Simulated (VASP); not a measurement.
# SiNi (Pmmn) in VASP: single point with PBE

Aim: the single point of SiNi with PBE.

All numbers are computed with VASP 6.6.1; they aren't measurements. Logs are shortened: lines on timing, memory, paths and dates and some standing lists are left out, and cuts for length are marked.

## (1) The cell of the first run

The structure is orthorhombic, space group Pmmn (No. 59). The conventional cell has a = 3.055 Å, b = 3.258 Å, c = 4.709 Å, α = 90.00°, β = 90.00°, γ = 90.00°. Si (site symmetry mm2) has 6 Ni at 2.35 to 2.40 Å and 6 Si at 2.68 to 3.06 Å within 3.1 Å. Within 3.1 Å of Ni (site symmetry mm2) lie 6 Si at 2.35 to 2.40 Å and 6 Ni at 2.68 to 3.06 Å.

## (2) Single point, PBE

INCAR reads:

```
  PREC = Accurate
  ENCUT = 690
  EDIFF = 1E-6
  ISMEAR = 0
  SIGMA = 0.15
  LREAL = False
  LASPH = True
  NELM = 120
  ALGO = Normal
  ISIF = 2
  LWAVE = False
  LCHARG = False
  GGA = PE
  NBANDS = 30
  GGA_COMPAT = False
```

KPOINTS reads:

```
regular mesh
0
Gamma
  12 10 8
```

POSCAR reads:

```
SiNi
1.0
    3.0552835571      0.0000000000      0.0000000000
    0.0000000000      3.2583147393      0.0000000000
    0.0000000000      0.0000000000      4.7093899656
Si Ni
2 2
Direct
    0.5000000000      0.5000000000      0.8431827246
    0.0000000000      0.0000000000      0.1568172754
    0.5000000000      0.5000000000      0.3423059810
    0.0000000000      0.0000000000      0.6576940190
```

Potentials or basis: VASP PAW PBE potentials, release 64 (Si, Ni_sv_GW).

The run is started by

```
> cat potpaw_PBE.64/Si/POTCAR potpaw_PBE.64/Ni_sv_GW/POTCAR > POTCAR
> mpirun -np 1 vasp_std > vasp.out
```

OUTCAR:

```text
PREC = Accurate
   ENCUT = 690
   EDIFF = 1E-6
   ISMEAR = 0
   LREAL = False
   LASPH = True
   NELM = 120
   ISIF = 2
   GGA = PE

 ion  position               nearest neighbor table
   1  0.500  0.500  0.843-   3 2.35   3 2.36   4 2.40   4 2.40   4 2.40   4 2.40   2 2.68   2 2.68
                             2 2.68   2 2.68
   2  0.000  0.000  0.157-   4 2.35   4 2.36   3 2.40   3 2.40   3 2.40   3 2.40   1 2.68   1 2.68
                             1 2.68   1 2.68
   3  0.500  0.500  0.342-   1 2.35   1 2.36   2 2.40   2 2.40   2 2.40   2 2.40
   4  0.000  0.000  0.658-   2 2.35   2 2.36   1 2.40   1 2.40   1 2.40   1 2.40

  LATTYP: Found a simple orthorhombic cell.
 ALAT       =     3.0552835571
 B/A-ratio  =     1.0664524842
 C/A-ratio  =     1.5413921090

  Lattice vectors:

 A1 = (   3.0552835571,   0.0000000000,   0.0000000000)
 A2 = (   0.0000000000,   3.2583147393,   0.0000000000)
 A3 = (   0.0000000000,   0.0000000000,   4.7093899656)

Analysis of symmetry for initial positions (statically):
=====================================================================
 Subroutine PRICEL returns:
 Original cell was already a primitive cell.

 Routine SETGRP: Setting up the symmetry group for a
 simple orthorhombic supercell.

 Subroutine GETGRP returns: Found  8 space group operations
 (whereof  4 operations were pure point group operations)
 out of a pool of  8 trial point group operations.

The static configuration has the point symmetry C_2v.
 The point group associated with its full space group is D_2h.

Analysis of symmetry for dynamics (positions and initial velocities):
=====================================================================
 Subroutine PRICEL returns:
 Original cell was already a primitive cell.

 Routine SETGRP: Setting up the symmetry group for a
 simple orthorhombic supercell.

 Subroutine GETGRP returns: Found  8 space group operations
 (whereof  4 operations were pure point group operations)
 out of a pool of  8 trial point group operations.

The dynamic configuration has the point symmetry C_2v.
 The point group associated with its full space group is D_2h.

 Subroutine INISYM returns: Found  8 space group operations
 (whereof  4 operations are pure point group operations),
 and found     1 'primitive' translations

----------------------------------------------------------------------------------------

                                     Primitive cell

  volume of cell :      46.8823

  direct lattice vectors                    reciprocal lattice vectors
     3.055283557  0.000000000  0.000000000     0.327301863  0.000000000  0.000000000
     0.000000000  3.258314739  0.000000000     0.000000000  0.306907122  0.000000000
     0.000000000  0.000000000  4.709389966     0.000000000  0.000000000  0.212341727

  length of vectors
     3.055283557  3.258314739  4.709389966     0.327301863  0.306907122  0.212341727

  position of ions in fractional coordinates (direct lattice)
     0.500000000  0.500000000  0.843182725
     0.000000000  0.000000000  0.156817275
     0.500000000  0.500000000  0.342305981
     0.000000000  0.000000000  0.657694019

  ion indices of the primitive-cell ions
   primitive index   ion index
                 1           1
                 2           2
                 3           3
                 4           4

----------------------------------------------------------------------------------------

 KPOINTS: regular mesh

Automatic generation of k-mesh.
 Grid dimensions read from file:
 generate k-points for:   12   10    8

 Generating k-lattice:

  Cartesian coordinates                     Fractional coordinates (reciprocal lattice)
     0.027275155  0.000000000  0.000000000     0.083333333  0.000000000  0.000000000
     0.000000000  0.030690712  0.000000000     0.000000000  0.100000000  0.000000000
     0.000000000  0.000000000  0.026542716     0.000000000  0.000000000  0.125000000

  Length of vectors
     0.027275155  0.030690712  0.026542716

  Shift w.r.t. Gamma in fractional coordinates (k-lattice)
     0.000000000  0.000000000  0.000000000

 Subroutine IBZKPT returns following result:
 ===========================================

 Found    210 irreducible k-points:

 Following reciprocal coordinates:
            Coordinates               Weight
  0.000000  0.000000  0.000000      1.000000
  0.083333  0.000000  0.000000      2.000000
  0.166667  0.000000  0.000000      2.000000
  0.250000  0.000000  0.000000      2.000000
  0.333333  0.000000  0.000000      2.000000
  0.416667  0.000000  0.000000      2.000000
[... 16 lines left out ...]
  0.083333  0.300000  0.000000      4.000000
  0.166667  0.300000  0.000000      4.000000
 [... further k-points ...]
   k-points           NKPTS =    210   k-points in BZ     NKDIM =    210   number of bands    NBANDS=     30
   number of dos      NEDOS =    301   number of ions     NIONS =      4
   total plane-waves  NPLWV =  31360
   dimension x,y,z NGX =    28 NGY =   28 NGZ =   40
   dimension x,y,z NGXF=    56 NGYF=   56 NGZF=   80
   ions per type =               2   2
   NGX,Y,Z   is equivalent  to a cutoff of  15.24, 14.29, 14.12 a.u.
   NGXF,Y,Z  is equivalent  to a cutoff of  30.47, 28.57, 28.24 a.u.
 SYSTEM =  unknown system
   PREC   = accura    normal or accurate (medium, high low for compatibility)
   ISTART =      0    job   : 0-new  1-cont  2-samecut
   ICHARG =      2    charge: 1-file 2-atom 10-const
   ISPIN  =      1    spin polarized calculation?
   LNONCOLLINEAR =      F non collinear calculations
   LSORBIT =      F    spin-orbit coupling
   LASPH  =      T    aspherical Exc in radial PAW
   ENCUT  =  690.0 eV  50.71 Ry    7.12 a.u.   6.54  6.98 10.09*2*pi/ulx,y,z
   NELM   =    120;   NELMIN=  2; NELMDL= -5     # of ELM steps
   EDIFF  = 0.1E-05   stopping-criterion for ELM
   LREAL  =      F    real-space projection
   EDIFFG = 0.1E-04   stopping-criterion for IOM
   NSW    =      0    number of steps for IOM
   IBRION =     -1    ionic relax: 0-MD 1-quasi-New 2-CG
   NFREE  =      0    steps in history (QN), initial steepest desc. (CG)
   ISIF   =      2    stress and relaxation
   ISYM   =      2    0-nonsym 1-usesym 2-fastsym
   POTIM  = 0.5000    time-step for ionic-motion
   TEBEG  =    0.0;   TEEND  =   0.0 temperature during run
   PSTRESS=    0.0 pullay stress
   NELECT =      44.0000    total number of electrons
   NUPDOWN=      -1.0000    fix difference up-down
   EMIN   =  10.00;   EMAX   =-10.00  energy-range for DOS
   EFERMI =   0.00;   METHOD = LEGACY
   ISMEAR =     0;   SIGMA  =   0.15  broadening in eV -4-tet -1-fermi 0-gaus
   EFERMI_NEDOS =   21; number of points for ismear=-14 and -15
   IALGO  =     38    algorithm
   IMIX   =      4    mixing-type and parameters
     AMIX     =   0.40;   BMIX     =  1.00
     AMIX_MAG =   1.60;   BMIX_MAG =  1.00
  volume/ion in A,a.u.               =      11.72        79.09
  Fermi-wavevector in a.u.,A,eV,Ry     =   1.602837  3.028922 34.954537  2.569086
  Thomas-Fermi vector in A             =   2.699595
   LORBIT       =      0    0 simple, 1 ext, 2 COOP (PROOUT), +10 PAW based schemes
   GGA     = PE    functional components
   LHFCALC =     F    Hartree Fock is set to
   AEXX    =    0.0000 exact exchange contribution
   IVDW    =     0    specifies the selected vdW correction
   LEPSILON=     F    determine dielectric tensor
   LRPA    =     F    only Hartree local field effects (RPA)
 non-spin polarized calculation
 Gauss-broadening in eV      SIGMA  =   0.15
  energy-cutoff  :      690.00
  volume of cell :       46.88
 maximum number of plane-waves:      1952
 NGX is ok and might be reduce to    28
   NGX = 13   NGY = 13   NGZ = 21

 number of electron      43.9999976 magnetization

 Free energy of the ion-electron system (eV)
  ---------------------------------------------------
  ext. energy  EPLUGINS =         0.00000000
  ---------------------------------------------------
  free energy    TOTEN  =       -25.50622072 eV

  energy without entropy =      -25.49221864  energy(sigma->0) =      -25.49921968

 E-fermi :  10.4339     XC(G=0): -12.7044

 val. band max:       10.4177087967   @ k =   0.0000   0.2000   0.3750
 cond. band min:      10.4540021470   @ k =   0.2500   0.0000   0.5000
 fundamental gap:      0.0362933503
 Fermi energy:        10.4339158848

 k-point     1 :       0.0000    0.0000    0.0000
  band No.  band energies     occupation
      1     -93.4950      2.00000
      2     -93.4868      2.00000
      3     -54.0068      2.00000
      4     -53.9822      2.00000
      5     -53.8863      2.00000
      6     -53.8544      2.00000
[... 22 lines left out ...]
     29      18.7207      0.00000
     30      19.7035      0.00000

 k-point     2 :       0.0833    0.0000    0.0000
  band No.  band energies     occupation
      1     -93.4948      2.00000
      2     -93.4870      2.00000
      3     -54.0066      2.00000
      4     -53.9827      2.00000
      5     -53.8858      2.00000
      6     -53.8549      2.00000
[... 22 lines left out ...]
     29      18.8390      0.00000
     30      19.6455      0.00000

 k-point     3 :       0.1667    0.0000    0.0000
  band No.  band energies     occupation
      1     -93.4945      2.00000
      2     -93.4874      2.00000
      3     -54.0055      2.00000
      4     -53.9843      2.00000
      5     -53.8840      2.00000
      6     -53.8563      2.00000
[... 22 lines left out ...]
     29      19.1953      0.00000
     30      19.7878      0.00000

 k-point     4 :       0.2500    0.0000    0.0000
  band No.  band energies     occupation
      1     -93.4937      2.00000
      2     -93.4879      2.00000
      3     -54.0039      2.00000
      4     -53.9867      2.00000
      5     -53.8812      2.00000
      6     -53.8587      2.00000
[... 616 lines left out ...]
     29      19.9962      0.00000
     30      20.2289      0.00000

 k-point    23 :       0.0833    0.3000    0.0000
  band No.  band energies     occupation
      1     -93.4932      2.00000
      2     -93.4886      2.00000
      3     -54.0029      2.00000
      4     -53.9894      2.00000
      5     -53.8809      2.00000
      6     -53.8632      2.00000
[... 22 lines left out ...]
     29      19.5559      0.00000
     30      20.1974      0.00000

 k-point    24 :       0.1667    0.3000    0.0000
  band No.  band energies     occupation
      1     -93.4929      2.00000
      2     -93.4886      2.00000
      3     -54.0019      2.00000
      4     -53.9897      2.00000
      5     -53.8811      2.00000
      6     -53.8650      2.00000
[... 22 lines left out ...]
     29      19.4438      0.00000
     30      20.2312      0.00000

 [... further k-points ...]

------------------------ aborting loop because EDIFF is reached ----------------------------------------

  FORCE on cell =-STRESS in cart. coord.  units (eV):
  Direction    XX          YY          ZZ          XY          YZ          ZX
  --------------------------------------------------------------------------------------
  -------------------------------------------------------------------------------------
  Total       -0.3484233     -0.1154154     -0.0452337      0.0000000      0.0000000      0.0000000
  in kB      -11.9071710     -3.9442560     -1.5458371      0.0000000      0.0000000      0.0000000
  external PRESSURE =      -5.7990881 kB  Pullay stress =       0.0000000 kB

 VOLUME and BASIS-vectors are now :
 -----------------------------------------------------------------------------
  energy-cutoff  :      690.00
  volume of cell :       46.88
      direct lattice vectors                 reciprocal lattice vectors
     3.055283557  0.000000000  0.000000000     0.327301863  0.000000000  0.000000000
     0.000000000  3.258314739  0.000000000     0.000000000  0.306907122  0.000000000
     0.000000000  0.000000000  4.709389966     0.000000000  0.000000000  0.212341727

 POSITION                                       TOTAL-FORCE (eV/Angst)
 -----------------------------------------------------------------------------------
      1.52764      1.62916      3.97088         0.000000      0.000000      0.006405
      0.00000      0.00000      0.73851         0.000000      0.000000     -0.006405
      1.52764      1.62916      1.61205         0.000000      0.000000      0.002948
      0.00000      0.00000      3.09734         0.000000      0.000000     -0.002948
 -----------------------------------------------------------------------------------
    total drift:                                0.000000      0.000000      0.000000

  FREE ENERGIE OF THE ION-ELECTRON SYSTEM (eV)
  ---------------------------------------------------
  free  energy   TOTEN  =       -25.5062207222 eV

  energy  without entropy=      -25.4922186384  energy(sigma->0) =      -25.49921968
```

Wall time 3.4 min (1 thread of Intel Xeon 6975P-C (Granite Rapids), shared host); peak memory 0.53 GiB.

Results:

```
Free energy            : -25.5062 eV
Pressure               : -0.6 GPa
Largest force          : 0.006 eV/Å
Band gap on the k mesh : zero (bands 22 and 23 overlap by 2.51 eV)
```

Forces on the atoms (eV/Å):
```
Si   0.000  0.000  0.006
Si   0.000  0.000 -0.006
Ni   0.000  0.000  0.003
Ni   0.000  0.000 -0.003
```

Stress tensor (GPa, compression positive):
```
-1.19  0.00  0.00
 0.00 -0.39  0.00
 0.00  0.00 -0.15
```

Spin polarisation is off, so any magnetic state and its effect on volume and gap are missing.

The gap in the log of VASP goes by the Fermi energy; the results here count the filled bands.